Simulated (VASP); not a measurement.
AlRu (NiAs type), 4 atoms in the cell. The structure is hexagonal, space group P6_3/mmc (No. 194). Conventional cell: a = 2.688 Å, b = 2.688 Å, c = 7.377 Å, α = 90.00°, β = 90.00°, γ = 120.00°. Ru (site symmetry -3m) has 6 Al at 2.41 Å and 6 Ru at 2.69 Å within 3.2 Å. Within 3.2 Å of Al (site symmetry -6m2) lie 6 Ru at 2.41 Å and 6 Al at 2.69 Å. 

- Program: VASP 6.6.1
- Task: single point
- Functional: PBE
- Potentials or basis: VASP PAW PBE potentials, release 64 (Ru_pv, Al)
- Cutoff: 520 eV
- k mesh: 11 × 11 × 6
- Occupations: fermi-dirac, width 0.05 eV
- Spin: no spin polarisation
- Dipole correction: no
- Further INCAR settings: ALGO = Normal; EDIFF = 1e-06; NBANDS = 25

Potentials or basis: VASP PAW PBE potentials, release 64 (Ru_pv, Al).

The run is started by

```console
$ cat potpaw_PBE.64/Ru_pv/POTCAR potpaw_PBE.64/Al/POTCAR > POTCAR
$ mpirun -np 1 vasp_std > vasp.out
```

Hardware: 1 thread of Intel Xeon 8259CL, on a shared host.

**Question.** Estimate the wall time of this run.

**Answer.** Run time: 65 s on 1 thread of Intel Xeon 8259CL, on a shared host, peak memory 0.2 GiB. Counts: scf iterations 12, k points 64.
